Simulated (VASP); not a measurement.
Write the native input for VASP 6.6.1 that does the following.

| Quantity | Value |
| --- | --- |
| Task | single point |
| Functional | PBE |
| Potentials or basis | VASP PAW PBE potentials, release 64 (Pt) |
| Cutoff | 500 eV |
| k mesh | 14 × 14 × 14 |
| Occupations | fermi-dirac, width 0.1 eV |
| Spin | collinear spin, zero start |
| Starting moments | [0.0] μB |
| Fixed moment | 0 μB |
| Dipole correction | no |
| Further INCAR settings | ALGO = Normal; EDIFF = 1e-06; NBANDS = 15 |

The structure of Pt lies in POSCAR:

```
Pt
1.0
    0.0000000000      1.9609000000      1.9609000000
    1.9609000000      0.0000000000      1.9609000000
    1.9609000000      1.9609000000      0.0000000000
Pt
1
Direct
    0.0000000000      0.0000000000      0.0000000000
```

The input as run:

INCAR

```
PREC     = Accurate       # precision mode
ENCUT    = 500            # plane-wave cutoff, eV
EDIFF    = 1E-6           # SCF threshold, eV
ISMEAR   = -1             # smearing method
SIGMA    = 0.1            # smearing width, eV
LREAL    = F              # projectors in reciprocal space
LASPH    = T              # aspherical terms in the spheres
NELM     = 200            # most SCF steps
ALGO     = Normal         # electronic algorithm
ISIF     = 2              # what is computed and relaxed
LWAVE    = F              # write WAVECAR
LCHARG   = T              # write CHGCAR
ISPIN    = 2              # spin polarisation
MAGMOM   = 0              # initial moments
LORBIT   = 11             # projections on sites
NUPDOWN  = 0.0            # fixed moment
LMAXMIX  = 4              # l up to which the mixer works
GGA      = PE             # functional
LELF     = T              # ELF
LVHAR    = T            
NBANDS   = 15             # bands
GGA_COMPAT= F
```

KPOINTS

```
regular mesh
0
Gamma
  14 14 14
```

Potentials or basis: VASP PAW PBE potentials, release 64 (Pt).

The run is started by

```sh
$ cat potpaw_PBE.64/Pt/POTCAR > POTCAR
$ mpirun -np 1 vasp_std > vasp.out
```

It gave:

```
Pressure                                              : 9.8 GPa
Net moment                                            : 0.00 μB per cell
Valence electrons inside the program's atomic spheres : Pt 9.30
```

Caveat: the cell stands under pressure; the total moment is fixed, so each spin has its own Fermi level.

Wall time 42 s on 1 thread of Intel Xeon 8259CL, on a shared host, peak memory 0.16 GiB.
